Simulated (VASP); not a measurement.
Wanted: the native input for a VASP 6.6.1 run.

* Task: single point
* Functional: LDA
* Potentials or basis: VASP PAW LDA potentials, release 64 (Zn, Cu, Sn_d, Se)
* Cutoff: 520 eV
* k mesh: 6 × 6 × 6
* Occupations: fermi-dirac, width 0.02 eV
* Spin: no spin polarisation
* Dipole correction: no
* Further INCAR settings: ALGO = Normal; EDIFF = 1e-06; NBANDS = 46

The structure of ZnCu2SnSe4 lies in POSCAR:

```
ZnCu2SnSe4
1.0
   -2.8497305688      2.8497305688      5.6916833127
    2.8497305688     -2.8497305688      5.6916833127
    2.8497305688      2.8497305688     -5.6916833127
Zn Cu Sn Se
1 2 1 4
Direct
    0.7500000000      0.2500000000      0.5000000000
    0.2500000000      0.7500000000      0.5000000000
    0.0000000000      0.0000000000      0.0000000000
    0.5000000000      0.5000000000      0.0000000000
    0.6291533399      0.6368073584      0.5258262292
    0.1109811293      0.1033271107      0.4741737708
    0.8966728893      0.3708466601      0.0076540185
    0.3631926416      0.8890188707      0.9923459815
```

The input as run:

INCAR

```
SYSTEM = ZnCu2SnSe4
PREC = Accurate ; ENCUT = 520
EDIFF = 1E-6 ; ISMEAR = -1
SIGMA = 0.02 ; LREAL = .FALSE.
LASPH = .TRUE. ; NELM = 100
ALGO = Normal ; ISIF = 2
LWAVE = .FALSE. ; LCHARG = .FALSE.
GGA = CA ; NBANDS = 46
```

KPOINTS

```
Automatic mesh
0
G
  6 6 6
  0 0 0
```

Potentials or basis: VASP PAW LDA potentials, release 64 (Zn, Cu, Sn_d, Se).

Command:

```console
$ cat potpaw_LDA.64/Zn/POTCAR potpaw_LDA.64/Cu/POTCAR potpaw_LDA.64/Sn_d/POTCAR potpaw_LDA.64/Se/POTCAR > POTCAR
$ mpirun -np 1 vasp_std > vasp.out
```

It gave:

The pressure is -3.1 GPa and the largest force is 0.207 eV/Å. The band gap on the k mesh is 0.04 eV.

Caveat: the cell stands under tension; semilocal functionals underestimate gaps, and a narrow one can read as zero; spin-orbit coupling is left out, which moves the levels of the heavy elements.

Run time: 10 min on 1 thread of Intel(R) Xeon(R) Platinum 8259CL CPU @ 2.50GHz (Skylake/Cascade Lake), on a shared host, peak memory 0.52 GiB.
